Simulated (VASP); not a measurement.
Write the native input for VASP 6.6.1 that does the following.

* Task: electric field gradients
* Functional: PBE
* Potentials or basis: VASP PAW PBE potentials, release 64 (Sn_d)
* Cutoff: 520 eV
* k mesh: 15 × 15 × 15
* Occupations: fermi-dirac, width 0.05 eV
* Spin: no spin polarisation
* Dipole correction: no
* Further INCAR settings: ALGO = Normal; EDIFF = 1e-08; NBANDS = 21

The structure of Sn lies in POSCAR:

```
Sn
1.0
   -2.9383825000      2.9224760000      1.5906500000
    2.9224760000     -2.9383825000      1.5906500000
    2.9092240000      2.9092240000     -1.6198085000
Sn
2
Direct
    0.0000000000      0.0000000000      0.0000000000
    0.7500000000      0.2500000000      0.5000000000
```

This cell differs from its parent crystal: equal xy, yz and zx shear strains of -1 %.

The input as run:

INCAR

```
SYSTEM = Sn
PREC = Accurate ; ENCUT = 520
EDIFF = 1E-8 ; ISMEAR = -1
SIGMA = 0.05 ; LREAL = .False.
LASPH = .True. ; NELM = 60
ALGO = Normal ; ISIF = 2
LWAVE = .False. ; LCHARG = .False.
GGA = PE ; LEFG = .True.
NBANDS = 21 ; KPAR = 4
```

KPOINTS

```
Automatic mesh
0
Gamma
  15 15 15
  0 0 0
```

Potentials or basis: VASP PAW PBE potentials, release 64 (Sn_d).

Run with:

```sh
$ cat potpaw_PBE.64/Sn_d/POTCAR > POTCAR
$ mpirun -np 4 vasp_std > vasp.out
```

Results of the run:

```
Pressure                                : 2.6 GPa
Largest force                           : 0.033 eV/Å
Band gap on the k mesh                  : zero (bands 14 and 15 overlap by 4.35 eV)
Largest electric field gradient by atom : Sn +44.5 V/Å²
```

Caveat: the cell differs from its parent crystal (equal xy, yz and zx shear strains of -1 %); without QUAD_EFG the Cq values of the log hold for a quadrupole moment of 1 mb, not for the nuclei; spin-orbit coupling is left out, which moves the levels of the heavy elements.

It took 6.1 min on 4 MPI ranks on AMD EPYC 7R13 Processor (Zen 3), with other jobs on the host, peak memory 0.82 GiB a rank.
